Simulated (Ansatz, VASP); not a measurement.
GaP: VASP beside Ansatz

```
CELL_PARAMETERS angstrom
0.00000 2.72525 2.72525
2.72525 0.00000 2.72525
2.72525 2.72525 0.00000
ATOMIC_POSITIONS crystal
Ga 0.00000 0.00000 0.00000
P 0.75000 0.75000 0.75000
```

Alike in both runs: functional r2SCAN; dispersion rVV10; k mesh 8 × 8 × 8; occupations tetrahedron; no spin polarisation.

|  | VASP | Ansatz |
| --- | --- | --- |
| version | VASP 6.6.1 | Ansatz 0.2.0 |
| potentials or method | VASP PAW PBE potentials, release 64 (Ga_d, P) | Ansatz PAW |
| plane-wave cutoff (eV) | 520 | 500 |
| valence electrons in the cell | 18 | 18 |
| task | single point | electrostatic potential |

```tsv
	VASP	Ansatz	Ansatz less VASP
gap on the k mesh at the Fermi level (eV)	1.86	1.85	-0.005
least direct gap on the mesh (eV)	2.33	2.34	+0.018
pressure (GPa)	-0.8	-0.7	+0.05
```

VASP's potentials were made for PBE, not for r2SCAN.
